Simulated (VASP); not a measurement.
Pd: single point with PBEsol

Pd:

```
CELL_PARAMETERS angstrom
2.49627 0.00000 0.00000
0.00000 2.49627 0.00000
0.00000 0.00000 2.49627
ATOMIC_POSITIONS crystal
Pd 0.00000 0.00000 0.00000
```

This cell differs from its parent crystal: volume scaled by 0.92.

```yaml
Program: VASP 6.6.1
Task: single point
Functional: PBEsol
Potentials_or_basis: VASP PAW PBE potentials, release 64 (Pd)
Cutoff: 520 eV
k_mesh: 14 × 14 × 14
Occupations: fermi-dirac, width 0.1 eV
Spin: no spin polarisation
```

| Property | Result |
| --- | --- |
| Pressure | 14.8 GPa |
| Band gap on the k mesh | zero (band 5 reaches 10.62 eV, above the bottom of band 6 at 8.32 eV) |

Levels at points of the mesh, in eV from the Fermi level:
```tsv
k point	band 3	band 4	band 5	band 6	band 7	band 8
(0.00, 0.00, 0.00)	-5.50	0.05	0.05	0.05	17.35	17.35
(0.50, 0.00, 0.00)	-1.89	-1.89	-0.09	0.23	5.59	18.53
(0.50, 0.50, 0.00)	-1.52	-1.52	1.44	5.65	5.65	13.15
(0.50, 0.50, 0.50)	-4.76	1.56	1.56	10.80	12.10	12.10
```

Run time: 15 s on 1 thread of Intel(R) Xeon(R) Platinum 8488C (Sapphire Rapids), with other jobs on the host, peak memory 0.14 GiB.

Caveat: the PAW data sets were made with another functional, which shifts forces and pressure a little.
